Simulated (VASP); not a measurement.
# SiGe (P6_3mc) in VASP: a series of runs

SiGe is run at these levels: r2SCAN; tasks: single point.

All numbers are computed with VASP 6.6.1; they aren't measurements. Logs are shortened: lines on timing, memory, paths and dates and some standing lists are left out, and cuts for length are marked.

## 1. The cell of the first run

The structure is hexagonal, space group P6_3mc (No. 186). Conventional cell: a = 3.904 Å, b = 3.904 Å, c = 6.451 Å, α = 90.00°, β = 90.00°, γ = 120.00°. Within 2.9 Å of Si (site symmetry 3m) lie 4 Ge at 2.16 to 2.49 Å. Ge (site symmetry 3m) has 4 Si at 2.16 to 2.49 Å within 2.9 Å.

## 2. Single point, r2SCAN (all Si atoms moved -0.250 Å, as atom 1 along Cartesian [0 0 1])

POSCAR

```
SiGe
1.0
    3.9044512986      0.0000000000      0.0000000000
   -1.9522256493      3.3813540124      0.0000000000
    0.0000000000      0.0000000000      6.4507830000
Si Ge
2 2
Direct
    0.6666666667      0.3333333333      0.8358520148
    0.3333333333      0.6666666667      0.3358520148
    0.6666666667      0.3333333333      0.5003920000
    0.3333333333      0.6666666667      0.0003920000
```

INCAR.step1

```
ALGO = Normal
EDIFF = 1E-4
ENCUT = 520
GGA = PE
ISMEAR = 0
LASPH = True
LCHARG = False
LREAL = False
LWAVE = True
NBANDS = 26
NELM = 100
PREC = Accurate
SIGMA = 0.05
```

INCAR.step2

```
ALGO = Normal
EDIFF = 1E-6
ENCUT = 520
ISIF = 2
ISMEAR = 0
ISTART = 1
LASPH = True
LCHARG = False
LMIXTAU = True
LREAL = False
LWAVE = False
METAGGA = R2SCAN
NBANDS = 26
NELM = 100
PREC = Accurate
SIGMA = 0.05
```

KPOINTS

```
k-points
0
Gamma
  12 12 4
```

Potentials or basis: VASP PAW PBE potentials, release 64 (Si, Ge_d).

On the command line:

```sh
> cat potpaw_PBE.64/Si/POTCAR potpaw_PBE.64/Ge_d/POTCAR > POTCAR
> cp INCAR.step1 INCAR
> mpirun -np 1 vasp_std > vasp.out
> cp INCAR.step2 INCAR
> mpirun -np 1 vasp_std > vasp.out
```

OUTCAR:

```text
EDIFF = 1E-6
   ENCUT = 520
   ISIF = 2
   ISMEAR = 0
   ISTART = 1
   LASPH = True
   LREAL = False
   METAGGA = R2SCAN
   NELM = 100
   PREC = Accurate

 ion  position               nearest neighbor table
   1  0.667  0.333  0.836-   3 2.16   4 2.49   4 2.49   4 2.49
   2  0.333  0.667  0.336-   4 2.16   3 2.49   3 2.49   3 2.49
   3  0.667  0.333  0.500-   1 2.16   2 2.49   2 2.49   2 2.49
   4  0.333  0.667  0.000-   2 2.16   1 2.49   1 2.49   1 2.49

  LATTYP: Found a hexagonal cell.
 ALAT       =     3.9044512986
 C/A-ratio  =     1.6521612146

  Lattice vectors:

 A1 = (   3.9044512986,   0.0000000000,   0.0000000000)
 A2 = (  -1.9522256493,   3.3813540124,   0.0000000000)
 A3 = (   0.0000000000,   0.0000000000,   6.4507830000)

Analysis of symmetry for initial positions (statically):
=====================================================================
 Subroutine PRICEL returns:
 Original cell was already a primitive cell.

 Routine SETGRP: Setting up the symmetry group for a
 hexagonal supercell.

 Subroutine GETGRP returns: Found 12 space group operations
 (whereof  6 operations were pure point group operations)
 out of a pool of 24 trial point group operations.

The static configuration has the point symmetry C_3v.
 The point group associated with its full space group is C_6v.

Analysis of symmetry for dynamics (positions and initial velocities):
=====================================================================
 Subroutine PRICEL returns:
 Original cell was already a primitive cell.

 Routine SETGRP: Setting up the symmetry group for a
 hexagonal supercell.

 Subroutine GETGRP returns: Found 12 space group operations
 (whereof  6 operations were pure point group operations)
 out of a pool of 24 trial point group operations.

The dynamic configuration has the point symmetry C_3v.
 The point group associated with its full space group is C_6v.

 Subroutine INISYM returns: Found 12 space group operations
 (whereof  6 operations are pure point group operations),
 and found     1 'primitive' translations

----------------------------------------------------------------------------------------

                                     Primitive cell

  volume of cell :      85.1654

  direct lattice vectors                    reciprocal lattice vectors
     3.904451299  0.000000000  0.000000000     0.256117934  0.147869758  0.000000000
    -1.952225649  3.381354012  0.000000000     0.000000000  0.295739516  0.000000000
     0.000000000  0.000000000  6.450783000     0.000000000  0.000000000  0.155019941

  length of vectors
     3.904451299  3.904451299  6.450783000     0.295739516  0.295739516  0.155019941

  position of ions in fractional coordinates (direct lattice)
     0.666666667  0.333333333  0.835852015
     0.333333333  0.666666667  0.335852015
     0.666666667  0.333333333  0.500392000
     0.333333333  0.666666667  0.000392000

  ion indices of the primitive-cell ions
   primitive index   ion index
                 1           1
                 2           2
                 3           3
                 4           4

----------------------------------------------------------------------------------------

 KPOINTS: k-points

Automatic generation of k-mesh.
 Grid dimensions read from file:
 generate k-points for:   12   12    4

 Generating k-lattice:

  Cartesian coordinates                     Fractional coordinates (reciprocal lattice)
     0.021343161  0.012322480  0.000000000     0.083333333  0.000000000  0.000000000
     0.000000000  0.024644960  0.000000000     0.000000000  0.083333333  0.000000000
     0.000000000  0.000000000  0.038754985     0.000000000  0.000000000  0.250000000

  Length of vectors
     0.024644960  0.024644960  0.038754985

  Shift w.r.t. Gamma in fractional coordinates (k-lattice)
     0.000000000  0.000000000  0.000000000

 Subroutine IBZKPT returns following result:
 ===========================================

 Found     57 irreducible k-points:

 Following reciprocal coordinates:
            Coordinates               Weight
  0.000000  0.000000  0.000000      1.000000
  0.083333 -0.000000  0.000000      6.000000
  0.166667  0.000000  0.000000      6.000000
  0.250000  0.000000  0.000000      6.000000
  0.333333  0.000000  0.000000      6.000000
  0.416667 -0.000000  0.000000      6.000000
[... 16 lines left out ...]
  0.250000  0.000000  0.250000     12.000000
  0.333333  0.000000  0.250000     12.000000
 [... further k-points ...]
   k-points           NKPTS =     57   k-points in BZ     NKDIM =     57   number of bands    NBANDS=     26
   number of dos      NEDOS =    301   number of ions     NIONS =      4
   total plane-waves  NPLWV =  43200
   dimension x,y,z NGX =    30 NGY =   30 NGZ =   48
   dimension x,y,z NGXF=    60 NGYF=   60 NGZF=   96
   ions per type =               2   2
   NGX,Y,Z   is equivalent  to a cutoff of  12.77, 12.77, 12.37 a.u.
   NGXF,Y,Z  is equivalent  to a cutoff of  25.55, 25.55, 24.74 a.u.
 SYSTEM =  unknown system
   PREC   = accura    normal or accurate (medium, high low for compatibility)
   ISTART =      1    job   : 0-new  1-cont  2-samecut
   ICHARG =      0    charge: 1-file 2-atom 10-const
   ISPIN  =      1    spin polarized calculation?
   LNONCOLLINEAR =      F non collinear calculations
   LSORBIT =      F    spin-orbit coupling
   LASPH  =      T    aspherical Exc in radial PAW
   ENCUT  =  520.0 eV  38.22 Ry    6.18 a.u.   7.26  7.26 11.99*2*pi/ulx,y,z
   NELM   =    100;   NELMIN=  2; NELMDL=  0     # of ELM steps
   EDIFF  = 0.1E-05   stopping-criterion for ELM
   LREAL  =      F    real-space projection
   EDIFFG = 0.1E-04   stopping-criterion for IOM
   NSW    =      0    number of steps for IOM
   IBRION =     -1    ionic relax: 0-MD 1-quasi-New 2-CG
   NFREE  =      0    steps in history (QN), initial steepest desc. (CG)
   ISIF   =      2    stress and relaxation
   ISYM   =      2    0-nonsym 1-usesym 2-fastsym
   POTIM  = 0.5000    time-step for ionic-motion
   TEBEG  =    0.0;   TEEND  =   0.0 temperature during run
   PSTRESS=    0.0 pullay stress
   NELECT =      36.0000    total number of electrons
   NUPDOWN=      -1.0000    fix difference up-down
   EMIN   =  10.00;   EMAX   =-10.00  energy-range for DOS
   EFERMI =   0.00;   METHOD = LEGACY
   ISMEAR =     0;   SIGMA  =   0.05  broadening in eV -4-tet -1-fermi 0-gaus
   EFERMI_NEDOS =   21; number of points for ismear=-14 and -15
   IALGO  =     38    algorithm
   IMIX   =      4    mixing-type and parameters
     AMIX     =   0.40;   BMIX     =  1.00
     AMIX_MAG =   1.60;   BMIX_MAG =  1.00
  volume/ion in A,a.u.               =      21.29       143.68
  Fermi-wavevector in a.u.,A,eV,Ry     =   1.228631  2.321775 20.538443  1.509533
  Thomas-Fermi vector in A             =   2.363549
   LORBIT       =      0    0 simple, 1 ext, 2 COOP (PROOUT), +10 PAW based schemes
   METAGGA = R2SCAN    functional components
   LHFCALC =     F    Hartree Fock is set to
   AEXX    =    0.0000 exact exchange contribution
   IVDW    =     0    specifies the selected vdW correction
   LEPSILON=     F    determine dielectric tensor
   LRPA    =     F    only Hartree local field effects (RPA)
 non-spin polarized calculation
 Gauss-broadening in eV      SIGMA  =   0.05
  energy-cutoff  :      520.00
  volume of cell :       85.17
 maximum number of plane-waves:      2316
 NGX is ok and might be reduce to    30
   NGX = 15   NGY = 15   NGZ = 23

 number of electron      35.9999967 magnetization

 Free energy of the ion-electron system (eV)
  ---------------------------------------------------
  ext. energy  EPLUGINS =         0.00000000
  ---------------------------------------------------
  free energy    TOTEN  =       -44.20479637 eV

  energy without entropy =      -44.20380059  energy(sigma->0) =      -44.20429848

 E-fermi :   5.9859     XC(G=0): -10.3903

 val. band max:        5.8150504797   @ k =   0.3333   0.3333   0.0000
 cond. band min:       6.0062354934   @ k =   0.3333   0.2500   0.0000
 fundamental gap:      0.1911850138
 Fermi energy:         5.9859324578

 k-point     1 :       0.0000    0.0000    0.0000
  band No.  band energies     occupation
      1     -19.8921      2.00000
      2     -19.8898      2.00000
      3     -19.8436      2.00000
      4     -19.8435      2.00000
      5     -19.8369      2.00000
      6     -19.8369      2.00000
[... 18 lines left out ...]
     25      10.5179      0.00000
     26      12.1229      0.00000

 k-point     2 :       0.0833   -0.0000    0.0000
  band No.  band energies     occupation
      1     -19.8917      2.00000
      2     -19.8896      2.00000
      3     -19.8438      2.00000
      4     -19.8435      2.00000
      5     -19.8372      2.00000
      6     -19.8366      2.00000
[... 18 lines left out ...]
     25      10.8474      0.00000
     26      11.5916      0.00000

 k-point     3 :       0.1667    0.0000    0.0000
  band No.  band energies     occupation
      1     -19.8908      2.00000
      2     -19.8889      2.00000
      3     -19.8444      2.00000
      4     -19.8435      2.00000
      5     -19.8381      2.00000
      6     -19.8361      2.00000
[... 18 lines left out ...]
     25      11.5646      0.00000
     26      11.6939      0.00000

 k-point     4 :       0.2500    0.0000    0.0000
  band No.  band energies     occupation
      1     -19.8896      2.00000
      2     -19.8881      2.00000
      3     -19.8452      2.00000
      4     -19.8436      2.00000
      5     -19.8393      2.00000
      6     -19.8354      2.00000
[... 18 lines left out ...]
     25      12.1768      0.00000
     26      12.8153      0.00000
[... 496 lines left out ...]
      1     -19.8906      2.00000
      2     -19.8893      2.00000
      3     -19.8434      2.00000
      4     -19.8425      2.00000
      5     -19.8390      2.00000
      6     -19.8372      2.00000
[... 18 lines left out ...]
     25      11.0251      0.00000
     26      11.7000      0.00000

 k-point    23 :       0.2500    0.0000    0.2500
  band No.  band energies     occupation
      1     -19.8895      2.00000
      2     -19.8884      2.00000
      3     -19.8442      2.00000
      4     -19.8424      2.00000
      5     -19.8400      2.00000
      6     -19.8366      2.00000
[... 18 lines left out ...]
     25      11.9972      0.00000
     26      12.1433      0.00000

 k-point    24 :       0.3333    0.0000    0.2500
  band No.  band energies     occupation
      1     -19.8883      2.00000
      2     -19.8877      2.00000
      3     -19.8449      2.00000
      4     -19.8424      2.00000
      5     -19.8411      2.00000
      6     -19.8361      2.00000
[... 18 lines left out ...]
     25      12.8481      0.00000
     26      13.4361      0.00000

 [... further k-points ...]

------------------------ aborting loop because EDIFF is reached ----------------------------------------

  FORCE on cell =-STRESS in cart. coord.  units (eV):
  Direction    XX          YY          ZZ          XY          YZ          ZX
  --------------------------------------------------------------------------------------
  -------------------------------------------------------------------------------------
  Total       -2.3288821     -2.3288821      8.0256122      0.0000000      0.0000000      0.0000000
  in kB      -43.8121931    -43.8121931    150.9821726      0.0000000      0.0000000      0.0000000
  external PRESSURE =      21.1192621 kB  Pullay stress =       0.0000000 kB

 VOLUME and BASIS-vectors are now :
 -----------------------------------------------------------------------------
  energy-cutoff  :      520.00
  volume of cell :       85.17
      direct lattice vectors                 reciprocal lattice vectors
     3.904451299  0.000000000  0.000000000     0.256117934  0.147869758  0.000000000
    -1.952225649  3.381354012  0.000000000     0.000000000  0.295739516  0.000000000
     0.000000000  0.000000000  6.450783000     0.000000000  0.000000000  0.155019941

 POSITION                                       TOTAL-FORCE (eV/Angst)
 -----------------------------------------------------------------------------------
      1.95223      1.12712      5.39190         0.000000      0.000000      4.255175
     -0.00000      2.25424      2.16651         0.000000      0.000000      4.255175
      1.95223      1.12712      3.22792        -0.000000      0.000000     -4.255175
     -0.00000      2.25424      0.00253         0.000000      0.000000     -4.255175
 -----------------------------------------------------------------------------------
    total drift:                               -0.000000     -0.000000      0.010097

  FREE ENERGIE OF THE ION-ELECTRON SYSTEM (eV)
  ---------------------------------------------------
  free  energy   TOTEN  =       -44.2047963676 eV

  energy  without entropy=      -44.2038005946  energy(sigma->0) =      -44.20429848
```

Run time: 3 min. Hardware: 1 thread of Intel Xeon 6975P-C (Granite Rapids), shared host; peak memory 0.27 GiB.

Results:

| Item | Value |
| --- | --- |
| Free energy | -44.2048 eV |
| Pressure | 2.1 GPa |
| Largest force | 4.255 eV/Å |
| Band gap on the k mesh | zero (bands 18 and 19 overlap by 0.43 eV) |

Forces in eV/Å, atoms in the order of the input:
```
Si   0.000  0.000  4.255
Si   0.000  0.000  4.255
Ge   0.000  0.000 -4.255
Ge   0.000  0.000 -4.255
```

Caveat: the cell differs from its parent crystal (all Si atoms moved -0.250 Å, as atom 1 along Cartesian [0 0 1]); semilocal functionals underestimate gaps, so a narrow gap can read as zero; the PAW data sets were made with another functional, which shifts forces and pressure a little.

(Part 1 of 2 ends here.)
